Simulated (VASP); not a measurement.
# Ga (Im-3m) in VASP: further runs, part 2 of 2

VASP 6.6.1.

### 3 Single point, LDA (volume scaled by 0.6)

Input file INCAR:

```
SYSTEM = Ga
PREC     = Accurate       ! precision mode
ENCUT    = 520            ! plane-wave cutoff, eV
EDIFF    = 1E-7           ! SCF threshold, eV
ISMEAR   = -1             ! smearing method
SIGMA    = 0.05           ! smearing width, eV
LREAL    = .FALSE.        ! projectors in reciprocal space
LASPH    = .TRUE.         ! aspherical terms in the spheres
NELM     = 60             ! most SCF steps
ALGO     = Normal         ! electronic algorithm
ISIF     = 2              ! what is computed and relaxed
LWAVE    = .FALSE.        ! write WAVECAR
LCHARG   = .FALSE.        ! write CHGCAR
NBANDS   = 12             ! bands
```

Input file KPOINTS:

```
Automatic mesh
0
G
  16 16 16
  0 0 0
```

Input file POSCAR:

```
Ga
1.0
   -1.3765671674      1.3765671674      1.3765671674
    1.3765671674     -1.3765671674      1.3765671674
    1.3765671674      1.3765671674     -1.3765671674
Ga
1
Direct
    0.0000000000      0.0000000000      0.0000000000
```

Potentials or basis: VASP PAW LDA potentials, release 64 (Ga_d).

Started as:

```sh
$ cat potpaw_LDA.64/Ga_d/POTCAR > POTCAR
$ mpirun -np 1 vasp_std > vasp.out
```

OUTCAR:

```text
SYSTEM = Ga
   PREC = Accurate
   ENCUT = 520
   EDIFF = 1E-7
   ISMEAR = -1
   LREAL = .FALSE.
   LASPH = .TRUE.
   NELM = 60
   ISIF = 2

 ion  position               nearest neighbor table
   1  0.000  0.000  0.000-

  LATTYP: Found a body centered cubic cell.
 ALAT       =     2.7531343348

  Lattice vectors:

 A1 = (  -1.3765671674,   1.3765671674,   1.3765671674)
 A2 = (   1.3765671674,  -1.3765671674,   1.3765671674)
 A3 = (   1.3765671674,   1.3765671674,  -1.3765671674)

Analysis of symmetry for initial positions (statically):
=====================================================================
 Subroutine PRICEL returns:
 Original cell was already a primitive cell.

 Routine SETGRP: Setting up the symmetry group for a
 body centered cubic supercell.

 Subroutine GETGRP returns: Found 48 space group operations
 (whereof 48 operations were pure point group operations)
 out of a pool of 48 trial point group operations.

The static configuration has the point symmetry O_h .

Analysis of symmetry for dynamics (positions and initial velocities):
=====================================================================
[... 160 lines left out ...]
 fundamental gap:      0.1191120588
 Fermi energy:        13.0463129626

 k-point     1 :       0.0000    0.0000    0.0000
  band No.  band energies     occupation
      1      -4.1854      2.00000
      2      -3.6256      2.00000
      3      -3.6256      2.00000
      4      -3.6256      2.00000
      5      -2.9363      2.00000
      6      -2.9363      2.00000
      7      34.5579      0.00000
      8      34.5579      0.00000
      9      34.5579      0.00000
     10      34.6438      0.00000
     11      34.6438      0.00000
     12      34.6438      0.00000
[... 331 lines left out ...]
 k-point    24 :       0.2500    0.1875    0.0000
  band No.  band energies     occupation
      1      -3.9657      2.00000
      2      -3.7604      2.00000
      3      -3.1545      2.00000
      4      -3.0439      2.00000
      5      -2.8217      2.00000
      6       2.2928      2.00000
      7      15.3874      0.00000
      8      17.8006      0.00000
      9      24.7518      0.00000
     10      32.9584      0.00000
     11      35.7415      0.00000
     12      40.3029      0.00000

 [... further k-points ...]
[... 5 lines left out ...]
  --------------------------------------------------------------------------------------
  -------------------------------------------------------------------------------------
  Total        7.3414576      7.3414576      7.3414576     -0.0000000     -0.0000000     -0.0000000
  in kB     1127.3030004   1127.3030004   1127.3030004     -0.0000000     -0.0000000     -0.0000000
  external PRESSURE =    1127.3030004 kB  Pullay stress =       0.0000000 kB

 VOLUME and BASIS-vectors are now :
 -----------------------------------------------------------------------------
  energy-cutoff  :      520.00
  volume of cell :       10.43
      direct lattice vectors                 reciprocal lattice vectors
    -1.376567167  1.376567167  1.376567167     0.000000000  0.363222378  0.363222378
     1.376567167 -1.376567167  1.376567167     0.363222378  0.000000000  0.363222378
     1.376567167  1.376567167 -1.376567167     0.363222378  0.363222378  0.000000000

 POSITION                                       TOTAL-FORCE (eV/Angst)
 -----------------------------------------------------------------------------------
      0.00000      0.00000      0.00000        -0.000000      0.000000     -0.000000
 -----------------------------------------------------------------------------------
    total drift:                                0.000000      0.000000      0.000000

  FREE ENERGIE OF THE ION-ELECTRON SYSTEM (eV)
  ---------------------------------------------------
  free  energy   TOTEN  =        -2.0369706791 eV

  energy  without entropy=       -2.0346409704  energy(sigma->0) =       -2.03580582
```

Run time: 5.6 s. Hardware: 1 thread of Intel Xeon 6975P-C (Granite Rapids), shared host; peak memory 0.13 GiB.

What came out:

```yaml
Free_energy: -2.0370 eV
Pressure: 112.7 GPa
```

### 4 Single point, LDA (volume scaled by 0.6)

Input file INCAR:

```
ALGO = Normal
EDIFF = 1E-6
ENCUT = 520
GGA = CA
ISIF = 2
ISMEAR = -1
LASPH = T
LCHARG = T
LELF = T
LREAL = F
LVHAR = T
LWAVE = F
NBANDS = 12
NELM = 80
PREC = Accurate
SIGMA = 0.05
```

Input file KPOINTS:

```
k-points
0
Gamma
  16 16 16
```

POSCAR is that of step 3.

Potentials or basis: VASP PAW LDA potentials, release 64 (Ga_d).

Started as:

```sh
$ cat potpaw_LDA.64/Ga_d/POTCAR > POTCAR
$ mpirun -np 1 vasp_std > vasp.out
```

OUTCAR:

```text
EDIFF = 1E-6
   ENCUT = 520
   GGA = CA
   ISIF = 2
   ISMEAR = -1
   LASPH = T
   LREAL = F
   NELM = 80
   PREC = Accurate

 ion  position               nearest neighbor table
   1  0.000  0.000  0.000-

  LATTYP: Found a body centered cubic cell.
 ALAT       =     2.7531343348

  Lattice vectors:

 A1 = (  -1.3765671674,   1.3765671674,   1.3765671674)
 A2 = (   1.3765671674,  -1.3765671674,   1.3765671674)
 A3 = (   1.3765671674,   1.3765671674,  -1.3765671674)

Analysis of symmetry for initial positions (statically):
=====================================================================
 Subroutine PRICEL returns:
 Original cell was already a primitive cell.

 Routine SETGRP: Setting up the symmetry group for a
 body centered cubic supercell.

 Subroutine GETGRP returns: Found 48 space group operations
 (whereof 48 operations were pure point group operations)
 out of a pool of 48 trial point group operations.

The static configuration has the point symmetry O_h .

Analysis of symmetry for dynamics (positions and initial velocities):
=====================================================================
 Subroutine PRICEL returns:
[... 160 lines left out ...]
 Fermi energy:        13.0463207338

 k-point     1 :       0.0000    0.0000    0.0000
  band No.  band energies     occupation
      1      -4.1854      2.00000
      2      -3.6255      2.00000
      3      -3.6255      2.00000
      4      -3.6255      2.00000
      5      -2.9363      2.00000
      6      -2.9363      2.00000
      7      34.5579      0.00000
      8      34.5579      0.00000
      9      34.5579      0.00000
     10      34.6439      0.00000
     11      34.6439      0.00000
     12      34.6439      0.00000
[... 331 lines left out ...]
 k-point    24 :       0.2500    0.1875    0.0000
  band No.  band energies     occupation
      1      -3.9657      2.00000
      2      -3.7603      2.00000
      3      -3.1544      2.00000
      4      -3.0439      2.00000
      5      -2.8216      2.00000
      6       2.2928      2.00000
      7      15.3874      0.00000
      8      17.8006      0.00000
      9      24.7518      0.00000
     10      32.9584      0.00000
     11      35.7415      0.00000
     12      40.3030      0.00000

 [... further k-points ...]
[... 5 lines left out ...]
  --------------------------------------------------------------------------------------
  -------------------------------------------------------------------------------------
  Total        7.3395533      7.3395533      7.3395533      0.0000000     -0.0000000      0.0000000
  in kB     1127.0106026   1127.0106026   1127.0106026      0.0000000     -0.0000000      0.0000000
  external PRESSURE =    1127.0106026 kB  Pullay stress =       0.0000000 kB

 VOLUME and BASIS-vectors are now :
 -----------------------------------------------------------------------------
  energy-cutoff  :      520.00
  volume of cell :       10.43
      direct lattice vectors                 reciprocal lattice vectors
    -1.376567167  1.376567167  1.376567167     0.000000000  0.363222378  0.363222378
     1.376567167 -1.376567167  1.376567167     0.363222378  0.000000000  0.363222378
     1.376567167  1.376567167 -1.376567167     0.363222378  0.363222378  0.000000000

 POSITION                                       TOTAL-FORCE (eV/Angst)
 -----------------------------------------------------------------------------------
      0.00000      0.00000      0.00000        -0.000000      0.000000      0.000000
 -----------------------------------------------------------------------------------
    total drift:                                0.000000      0.000000      0.000000

  FREE ENERGIE OF THE ION-ELECTRON SYSTEM (eV)
  ---------------------------------------------------
  free  energy   TOTEN  =        -2.0369706779 eV

  energy  without entropy=       -2.0346409704  energy(sigma->0) =       -2.03580582
```

stdout:

```text
POSCAR found type information on POSCAR Ga
 POSCAR found :  1 types and       1 ions
 scaLAPACK will be used
 LDA part: xc-table for (Slater(with rela. corr.)+CA(PZ))
 , standard interpolation
 POSCAR, INCAR and KPOINTS ok, starting setup
 FFT: planning ... GRIDC
 FFT: planning ... GRID_SOFT
 FFT: planning ... GRID
 WAVECAR not read
 entering main loop
```

Run time: 5.8 s. Hardware: 1 thread of Intel Xeon 6975P-C (Granite Rapids), shared host; peak memory 0.12 GiB.

Results:

```yaml
Free_energy: -2.0370 eV
Pressure: 112.7 GPa
```

### 5 Single point, LDA (volume scaled by 0.6)

Input file INCAR:

```
  PREC = Accurate
  ENCUT = 520
  EDIFF = 1E-7
  ISMEAR = -1
  SIGMA = 0.05
  LREAL = False
  LASPH = True
  NELM = 100
  ALGO = Normal
  ISIF = 2
  LWAVE = False
  LCHARG = False
  NBANDS = 12
```

Input file KPOINTS:

```
Automatic mesh
0
Gamma
  16 16 16
```

POSCAR is that of step 4.

Started as:

```sh
$ cat potpaw_LDA.64/Ga_d/POTCAR > POTCAR
$ mpirun -np 1 vasp_std > vasp.out
```

Run time: 5.7 s. Hardware: 1 thread of Intel Xeon 6975P-C (Granite Rapids), shared host; peak memory 0.12 GiB.

Results (log left out):

```
Free energy : -2.0370 eV
Pressure    : 112.7 GPa
```

Levels at points of the mesh, in eV from the Fermi level:
```tsv
k point	band 3	band 4	band 5	band 6	band 7	band 8	band 9	band 10
(0.00, 0.00, 0.00)	-16.67	-16.67	-15.98	-15.98	21.51	21.51	21.51	21.60
(0.50, 0.00, 0.00)	-16.01	-15.95	-15.53	-7.53	-4.91	10.87	12.24	15.36
(0.50, 0.50, 0.50)	-15.64	-15.64	-15.64	1.43	1.43	1.43	6.57	6.57
```

### 6 Single point, LDA (volume scaled by 0.68)

Input file INCAR:

```
PREC = Accurate ; ENCUT = 520
EDIFF = 1E-6 ; ISMEAR = -1
SIGMA = 0.05 ; LREAL = False
LASPH = True ; NELM = 60
ALGO = Normal ; ISIF = 2
LWAVE = False ; LCHARG = False
NBANDS = 12
```

Input file KPOINTS:

```
regular mesh
0
Gamma
  16 16 16
```

Input file POSCAR:

```
Ga
1.0
   -1.4352138863      1.4352138863      1.4352138863
    1.4352138863     -1.4352138863      1.4352138863
    1.4352138863      1.4352138863     -1.4352138863
Ga
1
Direct
    0.0000000000      0.0000000000      0.0000000000
```

Potentials or basis: VASP PAW LDA potentials, release 64 (Ga_d).

Started as:

```sh
$ cat potpaw_LDA.64/Ga_d/POTCAR > POTCAR
$ mpirun -np 1 vasp_std > vasp.out
```

OUTCAR:

```text
PREC = Accurate
   ENCUT = 520
   EDIFF = 1E-6
   ISMEAR = -1
   LREAL = False
   LASPH = True
   NELM = 60
   ISIF = 2

 ion  position               nearest neighbor table
   1  0.000  0.000  0.000-

  LATTYP: Found a body centered cubic cell.
 ALAT       =     2.8704277726

  Lattice vectors:

 A1 = (  -1.4352138863,   1.4352138863,   1.4352138863)
 A2 = (   1.4352138863,  -1.4352138863,   1.4352138863)
 A3 = (   1.4352138863,   1.4352138863,  -1.4352138863)

[... 526 lines left out ...]
      2      -5.1866      2.00000
      3      -4.7107      2.00000
      4      -4.6619      2.00000
      5      -4.4876      2.00000
      6       1.1799      2.00000
      7      13.1483      0.00000
      8      15.3926      0.00000
      9      21.8382      0.00000
     10      29.6743      0.00000
     11      31.9014      0.00000
     12      36.2495      0.00000

 [... further k-points ...]
[... 5 lines left out ...]
  --------------------------------------------------------------------------------------
  -------------------------------------------------------------------------------------
  Total        4.6540188      4.6540188      4.6540188     -0.0000000      0.0000000     -0.0000000
  in kB      630.5635258    630.5635258    630.5635258     -0.0000000      0.0000000     -0.0000000
  external PRESSURE =     630.5635258 kB  Pullay stress =       0.0000000 kB

 VOLUME and BASIS-vectors are now :
 -----------------------------------------------------------------------------
  energy-cutoff  :      520.00
  volume of cell :       11.83
      direct lattice vectors                 reciprocal lattice vectors
    -1.435213886  1.435213886  1.435213886     0.000000000  0.348380130  0.348380130
     1.435213886 -1.435213886  1.435213886     0.348380130  0.000000000  0.348380130
     1.435213886  1.435213886 -1.435213886     0.348380130  0.348380130  0.000000000

 POSITION                                       TOTAL-FORCE (eV/Angst)
 -----------------------------------------------------------------------------------
      0.00000      0.00000      0.00000        -0.000000      0.000000     -0.000000
 -----------------------------------------------------------------------------------
    total drift:                                0.000000      0.000000      0.000000

  FREE ENERGIE OF THE ION-ELECTRON SYSTEM (eV)
  ---------------------------------------------------
  free  energy   TOTEN  =        -2.7801873729 eV

  energy  without entropy=       -2.7778686232  energy(sigma->0) =       -2.77902800
```

OSZICAR:

```text
N       E                     dE             d eps       ncg     rms          rms(c)
DAV:   1     0.376057038652E+02    0.37606E+02   -0.64429E+03  4056   0.213E+03
DAV:   2    -0.150932337858E+01   -0.39115E+02   -0.37352E+02  3640   0.247E+02
DAV:   3    -0.286374753057E+01   -0.13544E+01   -0.13510E+01  3976   0.401E+01
DAV:   4    -0.287125449212E+01   -0.75070E-02   -0.75057E-02  4028   0.299E+00
DAV:   5    -0.287131583410E+01   -0.61342E-04   -0.61341E-04  4024   0.262E-01    0.156E+00
DAV:   6    -0.280346024463E+01    0.67856E-01   -0.76763E-02  4156   0.767E+00    0.723E-01
DAV:   7    -0.278245526525E+01    0.21005E-01   -0.12862E-02  4224   0.251E+00    0.164E-01
DAV:   8    -0.278018984858E+01    0.22654E-02   -0.15079E-03  3940   0.711E-01    0.999E-03
DAV:   9    -0.278018691276E+01    0.29358E-05   -0.12501E-05  4244   0.673E-02    0.426E-03
DAV:  10    -0.278018737287E+01   -0.46011E-06   -0.51952E-07  2892   0.101E-02
   1 F= -.27801874E+01 E0= -.27790280E+01  d E =-.231875E-02
```

stdout:

```text
POSCAR found type information on POSCAR Ga
 POSCAR found :  1 types and       1 ions
 scaLAPACK will be used
 LDA part: xc-table for (Slater(with rela. corr.)+CA(PZ))
 , standard interpolation
 POSCAR, INCAR and KPOINTS ok, starting setup
 FFT: planning ... GRIDC
 FFT: planning ... GRID_SOFT
 FFT: planning ... GRID
 WAVECAR not read
 entering main loop
```

Wall time 5.2 s (1 thread of Intel Xeon 6975P-C (Granite Rapids), shared host); peak memory 0.12 GiB.

Results:

| Quantity | Value |
| --- | --- |
| Free energy | -2.7802 eV |
| Pressure | 63.1 GPa |

Levels at points of the mesh, in eV from the Fermi level:
```csv
k point,band 2,band 3,band 4,band 5,band 6,band 7,band 8,band 9,band 10,band 11
"(0.00, 0.00, 0.00)",-16.09,-16.09,-15.61,-15.55,-15.55,19.26,19.26,19.26,20.82,20.82
"(0.50, 0.00, 0.00)",-16.37,-15.58,-15.53,-15.21,-6.51,-4.81,9.93,11.64,14.43,16.71
"(0.50, 0.50, 0.50)",-16.54,-15.29,-15.29,-15.29,1.53,1.53,1.53,6.12,6.42,6.42
```

### 7 The runs side by side

| cell | gap on the mesh (eV) | pressure (GPa) |
| --- | --- | --- |
| a = 2.273 Å, angles 109.5°, 1 atom | none | 202.3 |
| a = 2.384 Å, angles 109.5°, 1 atom | none | 112.7 |
| a = 2.486 Å, angles 109.5°, 1 atom | none | 63.1 |

Alike in all rows: task single point; level LDA; potentials or basis VASP PAW LDA potentials, release 64 (Ga_d); no spin polarisation; k mesh 16 × 16 × 16; cutoff (eV) 520; smearing fermi-dirac 0.05 eV.

Absolute energies hang on the potentials; compare differences alone.
